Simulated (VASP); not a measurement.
# Al2Cu: single point with PBE

Crystal: Al2Cu.

```
CELL_PARAMETERS angstrom
4.12116 0.00000 0.00000
0.00000 4.12116 0.00000
0.00000 0.00000 2.88473
ATOMIC_POSITIONS crystal
Al 0.50000 0.00782 0.50000
Al 0.00000 0.46554 0.50000
Cu 0.00000 0.01131 0.00000
```

```json
{
 "Program": "VASP 6.6.1",
 "Task": "single point",
 "Functional": "PBE",
 "Potentials or basis": "VASP PAW PBE potentials, release 64 (Al, Cu)",
 "Cutoff": "520 eV",
 "k mesh": "10 × 10 × 14",
 "Occupations": "gaussian, width 0.15 eV",
 "Spin": "no spin polarisation"
}
```

```yaml
Pressure: 1.6 GPa
Largest_force: 1.691 eV/Å
```

Forces in eV/Å, atoms in the order of the input:
```
Al   0.000 -0.376  0.000
Al   0.000  1.691  0.000
Cu   0.000 -1.315  0.000
```

Stress tensor (GPa, compression positive):
```
0.66 0.00 0.00
0.00 2.29 0.00
0.00 0.00 1.75
```

Levels at points of the mesh, in eV from the Fermi level:
```
           k point  band 7  band 8  band 9  band 10  band 11  band 12
(0.00, 0.00, 0.00)   -2.39   -2.30   -0.16     0.88     6.06     6.12
(0.50, 0.00, 0.00)   -4.06   -0.96    1.49     1.82     1.82     7.44
(0.00, 0.50, 0.00)   -4.03   -1.15    1.64     1.65     1.94     7.37
(0.50, 0.50, 0.00)   -4.09   -4.06   -2.39     8.47     8.53     9.15
(0.00, 0.00, 0.50)   -3.01    2.36    2.50     2.51     2.76     2.95
(0.50, 0.00, 0.50)   -3.01   -2.47   -1.68     3.66     4.08     4.08
(0.00, 0.50, 0.50)   -3.01   -2.35   -1.68     3.50     3.94     4.52
(0.50, 0.50, 0.50)   -2.27   -2.25   -0.87    -0.71    -0.07    -0.04
```

Wall time 100 s on 1 thread of Intel(R) Xeon(R) 6975P-C (Granite Rapids), with other jobs on the host, peak memory 0.32 GiB.

Caveat: forces of over 1 eV/Å act on the atoms, so gaps and moduli don't describe the material at rest.
